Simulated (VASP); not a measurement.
Write the native input for VASP 6.6.1 that does the following.

| Property | Result |
| --- | --- |
| Task | single point |
| Functional | LDA |
| Potentials or basis | VASP PAW LDA potentials, release 64 (Zr_sv, H) |
| Cutoff | 520 eV |
| k mesh | 16 × 16 × 12 |
| Occupations | gaussian, width 0.15 eV |
| Spin | no spin polarisation |
| Dipole correction | no |
| Further INCAR settings | ALGO = Normal; EDIFF = 1e-06; NBANDS = 21 |

The structure of ZrH lies in POSCAR:

```
ZrH
1.0
    3.1413873521      0.0000000000      0.0000000000
    0.0000000000      3.1413873521      0.0000000000
    0.0000000000      0.0000000000      5.2725998675
Zr H
2 2
Direct
    0.0000000000      0.5000000000      0.0000000000
    0.5000000000      0.0000000000      0.5000000000
    0.0000000000      0.0000000000      0.7500000000
    0.0000000000      0.0000000000      0.2500000000
```

This cell differs from its parent crystal: ratio of the length along z to the lengths across it x 1.1, volume and fractional coordinates fixed.

These files were run (other wordings do the same):

INCAR

```
SYSTEM = ZrH
PREC = Accurate ; ENCUT = 520
EDIFF = 1E-6 ; ISMEAR = 0
SIGMA = 0.15 ; LREAL = .FALSE.
LASPH = .TRUE. ; NELM = 80
ALGO = Normal ; ISIF = 2
LWAVE = .FALSE. ; LCHARG = .FALSE.
GGA = CA ; NBANDS = 21
```

KPOINTS

```
regular mesh
0
G
  16 16 12
  0 0 0
```

Potentials or basis: VASP PAW LDA potentials, release 64 (Zr_sv, H).

Command:

```bash
$ cat potpaw_LDA.64/Zr_sv/POTCAR potpaw_LDA.64/H/POTCAR > POTCAR
$ mpirun -np 1 vasp_std > vasp.out
```

It gave:

```yaml
Pressure: -5.8 GPa
Band_gap_on_the_k_mesh: zero (bands 13 and 14 overlap by 0.71 eV)
```

Caveat: the cell stands under tension.

Run time: 6 min on 1 thread of Intel Xeon 8259CL, on a shared host, peak memory 0.37 GiB.
